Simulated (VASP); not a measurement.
# C (C2/m) in VASP: single point with r2SCAN

Aim: the single point of C with r2SCAN.

Everything below comes from runs of VASP 6.6.1. Logs are shortened: lines on timing, memory, paths and dates and some standing lists are left out, and cuts for length are marked.

## 1. The cell of the first run

It takes space group C2/m (No. 12, monoclinic). Conventional cell: a = 4.368 Å, b = 2.522 Å, c = 2.522 Å, α = 90.00°, β = 125.26°, γ = 90.00°. C (site symmetry m) has 1 C at 1.09 Å within 1.5 Å.

## 2. Single point, r2SCAN (atom 1 (C) moved by (-0.450, -0.450) A along y and z)

Input file POSCAR:

```
C
1.0
    0.0000000000      1.7834000000      1.7834000000
    1.7834000000      0.0000000000      1.7834000000
    1.7834000000      1.7834000000      0.0000000000
C
2
Direct
    0.2476729842      0.5000000000      0.5000000000
    0.7500000000      0.7500000000      0.7500000000
```

Input file INCAR.step1:

```
SYSTEM = C
PREC = Accurate ; ENCUT = 520
ISMEAR = 0 ; SIGMA = 0.05
LREAL = .FALSE. ; LASPH = .TRUE.
NELM = 100 ; NBANDS = 11
GGA = PE ; ALGO = Normal
EDIFF = 1E-4 ; LWAVE = .TRUE.
LCHARG = .FALSE.
```

Input file INCAR.step2:

```
SYSTEM = C
PREC = Accurate ; ENCUT = 520
EDIFF = 1E-6 ; ISMEAR = 0
SIGMA = 0.05 ; LREAL = .FALSE.
LASPH = .TRUE. ; NELM = 100
ALGO = Normal ; ISIF = 2
LWAVE = .FALSE. ; LCHARG = .FALSE.
METAGGA = R2SCAN ; LMIXTAU = .TRUE.
NBANDS = 11 ; ISTART = 1
```

Input file KPOINTS:

```
regular mesh
0
G
  12 12 12
  0 0 0
```

Potentials or basis: VASP PAW PBE potentials, release 64 (C).

Started as:

```console
$ cat potpaw_PBE.64/C/POTCAR > POTCAR
$ cp INCAR.step1 INCAR
$ mpirun -np 1 vasp_std > vasp.out
$ cp INCAR.step2 INCAR
$ mpirun -np 1 vasp_std > vasp.out
```

OUTCAR:

```text
SYSTEM = C
   PREC = Accurate
   ENCUT = 520
   EDIFF = 1E-6
   ISMEAR = 0
   LREAL = .FALSE.
   LASPH = .TRUE.
   NELM = 100
   ISIF = 2
   METAGGA = R2SCAN
   ISTART = 1

 ion  position               nearest neighbor table
   1  0.248  0.500  0.500-   2 1.09   2 1.67   2 1.67
   2  0.750  0.750  0.750-   1 1.09   1 1.67   1 1.67

  LATTYP: Found a face centered cubic cell.
 ALAT       =     3.5668000000

  Lattice vectors:

 A1 = (   0.0000000000,   1.7834000000,   1.7834000000)
 A2 = (   1.7834000000,   0.0000000000,   1.7834000000)
 A3 = (   1.7834000000,   1.7834000000,   0.0000000000)

Analysis of symmetry for initial positions (statically):
=====================================================================
 Subroutine PRICEL returns:
 Original cell was already a primitive cell.

 Routine SETGRP: Setting up the symmetry group for a
 face centered cubic supercell.

 Subroutine GETGRP returns: Found  4 space group operations
 (whereof  2 operations were pure point group operations)
 out of a pool of 48 trial point group operations.

The static configuration has the point symmetry C_1h.
 The point group associated with its full space group is C_2h.

Analysis of symmetry for dynamics (positions and initial velocities):
=====================================================================
 Subroutine PRICEL returns:
 Original cell was already a primitive cell.

 Routine SETGRP: Setting up the symmetry group for a
 face centered cubic supercell.

 Subroutine GETGRP returns: Found  4 space group operations
 (whereof  2 operations were pure point group operations)
 out of a pool of 48 trial point group operations.

The dynamic configuration has the point symmetry C_1h.
 The point group associated with its full space group is C_2h.

 Subroutine INISYM returns: Found  4 space group operations
 (whereof  2 operations are pure point group operations),
 and found     1 'primitive' translations

----------------------------------------------------------------------------------------

                                     Primitive cell

  volume of cell :      11.3443

  direct lattice vectors                    reciprocal lattice vectors
     0.000000000  1.783400000  1.783400000    -0.280363351  0.280363351  0.280363351
     1.783400000  0.000000000  1.783400000     0.280363351 -0.280363351  0.280363351
     1.783400000  1.783400000  0.000000000     0.280363351  0.280363351 -0.280363351
[... 84 lines left out ...]
   EDIFF  = 0.1E-05   stopping-criterion for ELM
   LREAL  =      F    real-space projection
   EDIFFG = 0.1E-04   stopping-criterion for IOM
   NSW    =      0    number of steps for IOM
   IBRION =     -1    ionic relax: 0-MD 1-quasi-New 2-CG
   NFREE  =      0    steps in history (QN), initial steepest desc. (CG)
   ISIF   =      2    stress and relaxation
   ISYM   =      2    0-nonsym 1-usesym 2-fastsym
   POTIM  = 0.5000    time-step for ionic-motion
   TEBEG  =    0.0;   TEEND  =   0.0 temperature during run
   PSTRESS=    0.0 pullay stress
   NELECT =       8.0000    total number of electrons
   NUPDOWN=      -1.0000    fix difference up-down
   EMIN   =  10.00;   EMAX   =-10.00  energy-range for DOS
   EFERMI =   0.00;   METHOD = LEGACY
   ISMEAR =     0;   SIGMA  =   0.05  broadening in eV -4-tet -1-fermi 0-gaus
   EFERMI_NEDOS =   21; number of points for ismear=-14 and -15
   IALGO  =     38    algorithm
   IMIX   =      4    mixing-type and parameters
     AMIX     =   0.40;   BMIX     =  1.00
     AMIX_MAG =   1.60;   BMIX_MAG =  1.00
  volume/ion in A,a.u.               =       5.67        38.28
  Fermi-wavevector in a.u.,A,eV,Ry     =   1.457178  2.753668 28.890189  2.123369
  Thomas-Fermi vector in A             =   2.574010
   LORBIT       =      0    0 simple, 1 ext, 2 COOP (PROOUT), +10 PAW based schemes
   METAGGA = R2SCAN    functional components
   LHFCALC =     F    Hartree Fock is set to
   AEXX    =    0.0000 exact exchange contribution
   IVDW    =     0    specifies the selected vdW correction
   LEPSILON=     F    determine dielectric tensor
   LRPA    =     F    only Hartree local field effects (RPA)
 non-spin polarized calculation
 Gauss-broadening in eV      SIGMA  =   0.05
  energy-cutoff  :      520.00
  volume of cell :       11.34
 maximum number of plane-waves:       316
   NGX =  9   NGY =  9   NGZ =  9

 number of electron       7.9999999 magnetization

 Free energy of the ion-electron system (eV)
  ---------------------------------------------------
  ext. energy  EPLUGINS =         0.00000000
  ---------------------------------------------------
  free energy    TOTEN  =       -13.47861493 eV

  energy without entropy =      -13.47842536  energy(sigma->0) =      -13.47852014

 E-fermi :  10.2535     XC(G=0): -14.1424

 val. band max:       10.2492591510   @ k =   0.0000   0.0833   0.0000
 cond. band min:      10.2574830352   @ k =  -0.2500  -0.1667  -0.1667
 fundamental gap:      0.0082238842
 Fermi energy:        10.2535428484

 k-point     1 :       0.0000    0.0000    0.0000
  band No.  band energies     occupation
      1     -13.4129      2.00000
      2       2.3059      2.00000
      3       8.9226      2.00000
      4      11.3533      0.00000
      5      12.6154      0.00000
      6      19.4811      0.00000
      7      19.5059      0.00000
      8      26.7644      0.00000
      9      27.6203      0.00000
     10      34.2502      0.00000
     11      36.5659      0.00000
[... 309 lines left out ...]
 k-point    24 :       0.0833    0.0000    0.1667
  band No.  band energies     occupation
      1     -12.7220      2.00000
      2       1.6095      2.00000
      3       7.9939      2.00000
      4       9.7083      2.00000
      5      11.6506      0.00000
      6      18.8002      0.00000
      7      21.6653      0.00000
      8      27.5109      0.00000
      9      29.1141      0.00000
     10      32.6974      0.00000
     11      35.0057      0.00000

 [... further k-points ...]
[... 5 lines left out ...]
  --------------------------------------------------------------------------------------
  -------------------------------------------------------------------------------------
  Total       16.8257732      7.9029269      7.9029269     -2.9177940      7.7589976     -2.9177958
  in kB     2376.3441212   1116.1492326   1116.1492326   -412.0870090   1095.8217600   -412.0872641
  external PRESSURE =    1536.2141955 kB  Pullay stress =       0.0000000 kB

 VOLUME and BASIS-vectors are now :
 -----------------------------------------------------------------------------
  energy-cutoff  :      520.00
  volume of cell :       11.34
      direct lattice vectors                 reciprocal lattice vectors
     0.000000000  1.783400000  1.783400000    -0.280363351  0.280363351  0.280363351
     1.783400000  0.000000000  1.783400000     0.280363351 -0.280363351  0.280363351
     1.783400000  1.783400000  0.000000000     0.280363351  0.280363351 -0.280363351

 POSITION                                       TOTAL-FORCE (eV/Angst)
 -----------------------------------------------------------------------------------
      1.78340      1.33340      1.33340       -24.160728     12.981294     12.981294
      2.67510      2.67510      2.67510        24.160728    -12.981294    -12.981294
 -----------------------------------------------------------------------------------
    total drift:                               -0.000000      0.000003      0.000003

  FREE ENERGIE OF THE ION-ELECTRON SYSTEM (eV)
  ---------------------------------------------------
  free  energy   TOTEN  =       -13.4786149274 eV

  energy  without entropy=      -13.4784253610  energy(sigma->0) =      -13.47852014
```

OUTCAR.step1:

```text
SYSTEM = C
   PREC = Accurate
   ENCUT = 520
   ISMEAR = 0
   LREAL = .FALSE.
[... 560 lines left out ...]
      1.78340      1.33340      1.33340       -24.220476     12.984515     12.984515
      2.67510      2.67510      2.67510        24.220476    -12.984515    -12.984515
 -----------------------------------------------------------------------------------
    total drift:                                0.000001      0.000002      0.000002

  FREE ENERGIE OF THE ION-ELECTRON SYSTEM (eV)
  ---------------------------------------------------
  free  energy   TOTEN  =       -12.1077230668 eV

  energy  without entropy=      -12.1074991222  energy(sigma->0) =      -12.10761109
```

Run time: 2.7 min. Hardware: 1 thread of Intel Xeon Platinum 8488C (Sapphire Rapids), shared host; peak memory 0.15 GiB.

What came out:

* Free energy: -13.4786 eV
* Pressure: 153.6 GPa
* Largest force: 30.344 eV/Å
* Band gap on the k mesh: zero (band 4 reaches 11.35 eV, above the bottom of band 5 at 8.09 eV)

Forces in eV/Å, atoms in the order of the input:
```
C   -24.161  12.981  12.981
C    24.161 -12.981 -12.981
```

Caveat: the cell differs from its parent crystal (atom 1 (C) moved by (-0.450, -0.450) A along y and z); the PAW data sets were made with another functional, which shifts forces and pressure a little.
